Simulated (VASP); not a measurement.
Input of a VASP 6.6.1 run:

INCAR

```
SYSTEM = SiC
  PREC = Accurate
  ENCUT = 520
  EDIFF = 1E-6
  ISMEAR = 0
  SIGMA = 0.05
  LREAL = .FALSE.
  LASPH = .TRUE.
  NELM = 80
  ALGO = Normal
  ISIF = 2
  LWAVE = .FALSE.
  LCHARG = .FALSE.
  GGA = PS
  NBANDS = 26
```

KPOINTS

```
regular mesh
0
G
  12 12 4
  0 0 0
```

Contents of POSCAR:

```
SiC
1.0
    3.0780670649      0.0000000000      0.0000000000
   -1.5390335324      2.6656842728      0.0000000000
    0.0000000000      0.0000000000     10.0758090153
Si C
4 4
Direct
    0.6666666667      0.3333333333      0.9378278494
    0.3333333333      0.6666666667      0.4378278494
    0.0000000000      0.0000000000      0.6878973398
    0.0000000000      0.0000000000      0.1878973398
    0.6666666667      0.3333333333      0.7498191768
    0.3333333333      0.6666666667      0.2498191768
    0.0000000000      0.0000000000      0.5004546340
    0.0000000000      0.0000000000      0.0004546340
```

Potentials or basis: VASP PAW PBE potentials, release 64 (Si, C).

Command:

```console
$ cat potpaw_PBE.64/Si/POTCAR potpaw_PBE.64/C/POTCAR > POTCAR
$ mpirun -np 1 vasp_std > vasp.out
```

Question: What does it give for the band gap on the k mesh?

Answer: 2.11 eV, indirect (least direct gap 3.23 eV).

Question: Predict the pressure.

Answer: 0.4 GPa.

Forces on the atoms (eV/Å):
```
Si   0.000  0.000  0.004
Si   0.000  0.000  0.004
Si   0.000  0.000  0.004
Si   0.000  0.000  0.004
C    0.000  0.000 -0.004
C    0.000  0.000 -0.004
C    0.000  0.000 -0.003
C    0.000  0.000 -0.003
```

Caveat: the PAW data sets were made with another functional, which shifts forces and pressure a little. A k mesh can miss the band edges.
